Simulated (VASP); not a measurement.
Wanted: the native input for a VASP 6.6.1 run.

| Property | Result |
| --- | --- |
| Task | single point |
| Functional | PBE |
| Potentials or basis | VASP PAW PBE potentials, release 64 (Ge_d, Mg) |
| Cutoff | 520 eV |
| k mesh | 6 × 6 × 3 |
| Occupations | gaussian, width 0.005 eV |
| Spin | no spin polarisation |
| Dipole correction | no |
| Further INCAR settings | ALGO = Normal; EDIFF = 1e-06; NBANDS = 39 |

The structure of MgGe2 lies in POSCAR:

```
MgGe2
1.0
    5.5214850000     -1.8498460000      0.0000000000
    5.5214850000      1.8498460000      0.0000000000
   -3.2176250000      0.0000000000      6.0077740000
Ge Mg
4 2
Direct
    0.5339380000      0.5297690000      0.2994270000
    0.4660810000      0.4781670000      0.7036410000
    0.8806310000      0.8771360000      0.9876320000
    0.1191580000      0.1231920000      0.0203880000
    0.8090910000      0.8170940000      0.3520260000
    0.1787370000      0.1841300000      0.6529260000
```

These files were run (other wordings do the same):

INCAR

```
SYSTEM = MgGe2
ALGO = Normal ; EDIFF = 1E-6
ENCUT = 520 ; GGA = PE
ISIF = 2 ; ISMEAR = 0
LASPH = .True. ; LCHARG = .False.
LREAL = .False. ; LWAVE = .False.
NBANDS = 39 ; NELM = 80
PREC = Accurate ; SIGMA = 0.005
```

KPOINTS

```
k-points
0
Gamma
  6 6 3
  0 0 0
```

Potentials or basis: VASP PAW PBE potentials, release 64 (Ge_d, Mg).

The run is started by

```sh
$ cat potpaw_PBE.64/Ge_d/POTCAR potpaw_PBE.64/Mg/POTCAR > POTCAR
$ mpirun -np 1 vasp_std > vasp.out
```

It gave:

The pressure is -0.8 GPa, the largest force is 0.267 eV/Å and the band gap on the k mesh is zero (bands 30 and 31 overlap by 2.12 eV).

Wall time 2.9 min on 1 thread of Intel(R) Xeon(R) 6975P-C (Granite Rapids), on a shared host, peak memory 0.46 GiB.
